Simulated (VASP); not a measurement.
# LiBr (rocksalt type) (Fm-3m) in VASP: a series of runs, part 2 of 2

VASP 6.6.1.

## 3. Single point, PBE (volume scaled by 0.9)

INCAR

```
PREC = Accurate
ENCUT = 750
EDIFF = 1E-6
ISMEAR = -1
SIGMA = 0.05
LREAL = False
LASPH = True
NELM = 120
ALGO = Normal
ISIF = 2
LWAVE = False
LCHARG = False
GGA = PE
NBANDS = 12
GGA_COMPAT = False
```

KPOINTS

```
regular mesh
0
Gamma
  13 13 13
```

POSCAR

```
LiBr
1.0
    0.0000000000      2.6597224394      2.6597224394
    2.6597224394      0.0000000000      2.6597224394
    2.6597224394      2.6597224394      0.0000000000
Li Br
1 1
Direct
    0.0000000000      0.0000000000      0.0000000000
    0.5000000000      0.5000000000      0.5000000000
```

Potentials or basis: VASP PAW PBE potentials, release 64 (Li_sv, Br).

The run is started by

```bash
$ cat potpaw_PBE.64/Li_sv/POTCAR potpaw_PBE.64/Br/POTCAR > POTCAR
$ mpirun -np 1 vasp_std > vasp.out
```

OUTCAR:

```text
PREC = Accurate
   ENCUT = 750
   EDIFF = 1E-6
   ISMEAR = -1
   LREAL = False
   LASPH = True
   NELM = 120
   ISIF = 2
   GGA = PE

 ion  position               nearest neighbor table
   1  0.000  0.000  0.000-   2 2.66   2 2.66   2 2.66   2 2.66   2 2.66   2 2.66
   2  0.500  0.500  0.500-   1 2.66   1 2.66   1 2.66   1 2.66   1 2.66   1 2.66

  LATTYP: Found a face centered cubic cell.
 ALAT       =     5.3194448788

  Lattice vectors:

 A1 = (   0.0000000000,   2.6597224394,   2.6597224394)
 A2 = (   2.6597224394,   0.0000000000,   2.6597224394)
 A3 = (   2.6597224394,   2.6597224394,   0.0000000000)

Analysis of symmetry for initial positions (statically):
=====================================================================
 Subroutine PRICEL returns:
 Original cell was already a primitive cell.

 Routine SETGRP: Setting up the symmetry group for a
 face centered cubic supercell.

 Subroutine GETGRP returns: Found 48 space group operations
 (whereof 48 operations were pure point group operations)
 out of a pool of 48 trial point group operations.

The static configuration has the point symmetry O_h .

Analysis of symmetry for dynamics (positions and initial velocities):
=====================================================================
 Subroutine PRICEL returns:
 Original cell was already a primitive cell.

 Routine SETGRP: Setting up the symmetry group for a
 face centered cubic supercell.

 Subroutine GETGRP returns: Found 48 space group operations
 (whereof 48 operations were pure point group operations)
 out of a pool of 48 trial point group operations.

The dynamic configuration has the point symmetry O_h .

 Subroutine INISYM returns: Found 48 space group operations
 (whereof 48 operations are pure point group operations),
 and found     1 'primitive' translations

----------------------------------------------------------------------------------------

                                     Primitive cell

  volume of cell :      37.6304

[... 111 lines left out ...]
  Thomas-Fermi vector in A             =   2.187601
   LORBIT       =      0    0 simple, 1 ext, 2 COOP (PROOUT), +10 PAW based schemes
   GGA     = PE    functional components
   LHFCALC =     F    Hartree Fock is set to
   AEXX    =    0.0000 exact exchange contribution
   IVDW    =     0    specifies the selected vdW correction
   LEPSILON=     F    determine dielectric tensor
   LRPA    =     F    only Hartree local field effects (RPA)
 non-spin polarized calculation
  energy-cutoff  :      750.00
  volume of cell :       37.63
 maximum number of plane-waves:      1807
 NGX is ok and might be reduce to    36
   NGX = 17   NGY = 17   NGZ = 17

 number of electron      10.0000000 magnetization

 Free energy of the ion-electron system (eV)
  ---------------------------------------------------
  ext. energy  EPLUGINS =         0.00000000
  ---------------------------------------------------
  free energy    TOTEN  =        -6.60090851 eV

  energy without entropy =       -6.60090851  energy(sigma->0) =       -6.60090851

 E-fermi :   2.2507     XC(G=0):  -8.8516

 val. band max:        1.0689193595   @ k =  -0.0769   0.0769   0.0000
 cond. band min:       6.4803153128   @ k =   0.0000   0.0000   0.0000
 fundamental gap:      5.4113959534
 Fermi energy:         2.2507460826

 k-point     1 :       0.0000    0.0000    0.0000
  band No.  band energies     occupation
      1     -43.2075      2.00000
      2     -12.7443      2.00000
      3       1.0612      2.00000
      4       1.0612      2.00000
      5       1.0612      2.00000
      6       6.4803      0.00000
      7      11.6287      0.00000
      8      11.6287      0.00000
      9      11.6287      0.00000
     10      13.7461      0.00000
     11      13.7461      0.00000
     12      13.7461      0.00000
[... 331 lines left out ...]
 k-point    24 :       0.4615    0.1538    0.0000
  band No.  band energies     occupation
      1     -43.2056      2.00000
      2     -12.1180      2.00000
      3      -1.9529      2.00000
      4       0.1226      2.00000
      5       0.4521      2.00000
      6       7.7637      0.00000
      7       9.0900      0.00000
      8      10.1849      0.00000
      9      12.0655      0.00000
     10      14.6765      0.00000
     11      17.4021      0.00000
     12      17.5838      0.00000

 [... further k-points ...]
[... 5 lines left out ...]
  --------------------------------------------------------------------------------------
  -------------------------------------------------------------------------------------
  Total        0.7930907      0.7930907      0.7930907      0.0000000      0.0000000      0.0000000
  in kB       33.7671576     33.7671576     33.7671576      0.0000000      0.0000000      0.0000000
  external PRESSURE =      33.7671576 kB  Pullay stress =       0.0000000 kB

 VOLUME and BASIS-vectors are now :
 -----------------------------------------------------------------------------
  energy-cutoff  :      750.00
  volume of cell :       37.63
      direct lattice vectors                 reciprocal lattice vectors
     0.000000000  2.659722439  2.659722439    -0.187989541  0.187989541  0.187989541
     2.659722439  0.000000000  2.659722439     0.187989541 -0.187989541  0.187989541
     2.659722439  2.659722439  0.000000000     0.187989541  0.187989541 -0.187989541

 POSITION                                       TOTAL-FORCE (eV/Angst)
 -----------------------------------------------------------------------------------
      0.00000      0.00000      0.00000        -0.000000     -0.000000      0.000000
      2.65972      2.65972      2.65972         0.000000      0.000000     -0.000000
 -----------------------------------------------------------------------------------
    total drift:                                0.000000      0.000000      0.000000

  FREE ENERGIE OF THE ION-ELECTRON SYSTEM (eV)
  ---------------------------------------------------
  free  energy   TOTEN  =        -6.6009085080 eV

  energy  without entropy=       -6.6009085080  energy(sigma->0) =       -6.60090851
```

stdout:

```text
POSCAR found type information on POSCAR LiBr
 POSCAR found :  2 types and       2 ions
 scaLAPACK will be used
 LDA part: xc-table for (Slater+PW92), standard interpolation
 POSCAR, INCAR and KPOINTS ok, starting setup
 FFT: planning ... GRIDC
 FFT: planning ... GRID_SOFT
 FFT: planning ... GRID
 WAVECAR not read
 entering main loop
```

It took 81 s on 1 thread of AMD EPYC 7R43 (Zen 3), shared host; peak memory 0.2 GiB.

Results:

```
Free energy            : -6.6009 eV
Pressure               : 3.4 GPa
Band gap on the k mesh : 5.41 eV, indirect (least direct gap 5.42 eV)
```

Caveat: the cell differs from its parent crystal (volume scaled by 0.9). A k mesh can miss the band edges.

## 4. Single point, PBE

This run uses another cell than the first one, of 20.91 Å³/atom, 1.250 times its volume.

INCAR

```
SYSTEM = LiBr
PREC     = Accurate       ! precision mode
ENCUT    = 750            ! plane-wave cutoff, eV
EDIFF    = 1E-6           ! SCF threshold, eV
ISMEAR   = -1             ! smearing method
SIGMA    = 0.05           ! smearing width, eV
LREAL    = .FALSE.        ! projectors in reciprocal space
LASPH    = .TRUE.         ! aspherical terms in the spheres
NELM     = 120            ! most SCF steps
ALGO     = Normal         ! electronic algorithm
ISIF     = 2              ! what is computed and relaxed
LWAVE    = .FALSE.        ! write WAVECAR
LCHARG   = .FALSE.        ! write CHGCAR
GGA      = PE             ! functional
NBANDS   = 12             ! bands
GGA_COMPAT= .FALSE.
```

KPOINTS

```
regular mesh
0
G
  13 13 13
  0 0 0
```

POSCAR

```
LiBr
1.0
    0.0000000000      2.7547920068      2.7547920068
    2.7547920068      0.0000000000      2.7547920068
    2.7547920068      2.7547920068      0.0000000000
Li Br
1 1
Direct
    0.0000000000      0.0000000000      0.0000000000
    0.5000000000      0.5000000000      0.5000000000
```

The run is started by

```bash
$ cat potpaw_PBE.64/Li_sv/POTCAR potpaw_PBE.64/Br/POTCAR > POTCAR
$ mpirun -np 1 vasp_std > vasp.out
```

Wall time 70 s (1 thread of AMD EPYC 7R43 (Zen 3), shared host); peak memory 0.21 GiB.

It converged, with:

| Property | Result |
| --- | --- |
| Free energy | -6.6415 eV |
| Pressure | 0.0 GPa |
| Band gap on the k mesh | 4.92 eV, indirect (least direct gap 4.92 eV) |

Levels at points of the mesh, in eV from the valence-band top:
| k point | band 2 | band 3 | band 4 | band 5 | band 6 | band 7 | band 8 | band 9 |
| --- | --- | --- | --- | --- | --- | --- | --- | --- |
| (0.00, 0.00, 0.00) | -13.42 | -0.01 | -0.01 | -0.01 | 4.92 | 10.49 | 10.49 | 10.49 |

A k mesh can miss the band edges.

## 5. Overview

| cell | gap on the mesh (eV) | pressure (GPa) |
| --- | --- | --- |
| a = 3.617 Å, angles 60.0°, 2 atoms | 5.72 | 9.3 |
| a = 3.761 Å, angles 60.0°, 2 atoms | 5.41 | 3.4 |
| a = 3.896 Å, angles 60.0°, 2 atoms | 4.92 | 0.0 |

Alike in all rows: task single point; level PBE; potentials or basis VASP PAW PBE potentials, release 64 (Li_sv, Br); no spin polarisation; k mesh 13 × 13 × 13; cutoff (eV) 750; smearing fermi-dirac 0.05 eV.

Absolute energies hang on the potentials; compare differences alone.
